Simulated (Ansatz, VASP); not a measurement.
## InSe in VASP and in Ansatz

INCAR

```
SYSTEM = InSe
PREC = Accurate
ENCUT = 520
EDIFF = 1E-6
ISMEAR = 0
SIGMA = 0.03
LREAL = Auto
LASPH = .TRUE.
NELM = 60
ALGO = Normal
ISIF = 2
LWAVE = .FALSE.
LCHARG = .TRUE.
GGA = PE
IVDW = 12
LELF = .TRUE.
LVHAR = .TRUE.
NBANDS = 90
```

File KPOINTS:

```
Automatic mesh
0
G
  6 6 1
  0 0 0
```

POSCAR

```
InSe
1.0
    4.0317714842      0.0000000000      0.0000000000
   -2.0158857421      3.4916165276      0.0000000000
    0.0000000000      0.0000000000     33.5247433087
In Se
8 8
Direct
    0.3333333333      0.6666666667      0.0833290973
    0.3333333333      0.6666666667      0.5833290973
    0.6666666667      0.3333333333      0.3333290973
    0.6666666667      0.3333333333      0.8333290973
    0.3333333333      0.6666666667      0.1666709027
    0.3333333333      0.6666666667      0.6666709027
    0.6666666667      0.3333333333      0.4166709027
    0.6666666667      0.3333333333      0.9166709027
    0.3333333333      0.6666666667      0.2949355668
    0.3333333333      0.6666666667      0.7949355668
    0.6666666667      0.3333333333      0.0449355668
    0.6666666667      0.3333333333      0.5449355668
    0.3333333333      0.6666666667      0.4550644332
    0.3333333333      0.6666666667      0.9550644332
    0.6666666667      0.3333333333      0.2050644332
    0.6666666667      0.3333333333      0.7050644332
```

Input for Ansatz:

```yaml
crystal:
  lattice:
    - [4.0317714842, 0.0, 0.0]
    - [-2.0158857421, 3.4916165276, 0.0]
    - [0.0, 0.0, 33.5247433087]
  atoms:
    - { symbol: In, position: [0.3333333333, 0.6666666667, 0.0833290973] }
    - { symbol: In, position: [0.3333333333, 0.6666666667, 0.5833290973] }
    - { symbol: In, position: [0.6666666667, 0.3333333333, 0.3333290973] }
    - { symbol: In, position: [0.6666666667, 0.3333333333, 0.8333290973] }
    - { symbol: In, position: [0.3333333333, 0.6666666667, 0.1666709027] }
    - { symbol: In, position: [0.3333333333, 0.6666666667, 0.6666709027] }
    - { symbol: In, position: [0.6666666667, 0.3333333333, 0.4166709027] }
    - { symbol: In, position: [0.6666666667, 0.3333333333, 0.9166709027] }
    - { symbol: Se, position: [0.3333333333, 0.6666666667, 0.2949355668] }
    - { symbol: Se, position: [0.3333333333, 0.6666666667, 0.7949355668] }
    - { symbol: Se, position: [0.6666666667, 0.3333333333, 0.0449355668] }
    - { symbol: Se, position: [0.6666666667, 0.3333333333, 0.5449355668] }
    - { symbol: Se, position: [0.3333333333, 0.6666666667, 0.4550644332] }
    - { symbol: Se, position: [0.3333333333, 0.6666666667, 0.9550644332] }
    - { symbol: Se, position: [0.6666666667, 0.3333333333, 0.2050644332] }
    - { symbol: Se, position: [0.6666666667, 0.3333333333, 0.7050644332] }
basis:
  ecutwfc: 420
kpoints:
  mp_grid: { grid: [6, 6, 1] }
hamiltonian:
  xc: pbe
  dispersion: d3bj
scf:
  occupations: { method: gaussian, width: 0.03 }
output:
  forces: true
  stress: true
  eigenvalues: true
```

Alike in both runs: task single point; functional PBE; dispersion D3(BJ); k mesh 6 × 6 × 1; occupations gaussian, width 0.03 eV; no spin polarisation.

|  | VASP | Ansatz |
| --- | --- | --- |
| version | VASP 6.6.1 | Ansatz 0.2.0 |
| potentials or method | VASP PAW PBE potentials, release 64 (In_d, Se), cutoff 520 eV | scalar-relativistic, plane waves, PAW |
| valence electrons in the cell | 152 | 232 |

```csv
,VASP,Ansatz,Ansatz less VASP
gap on the k mesh at the Fermi level (eV),0.36,0.37,+0.013
least direct gap on the mesh (eV),0.36,0.37,+0.013
pressure (GPa),0.0,0.0,-0.03
rms of the force components (eV/Å),0.005,0.001,-0.0040
```

Atom by atom the forces differ by 0.006 eV/Å (rms over components). VASP's potentials hold 152 valence electrons a cell and Ansatz's 232, so a difference there can come from the potentials and not from the codes.
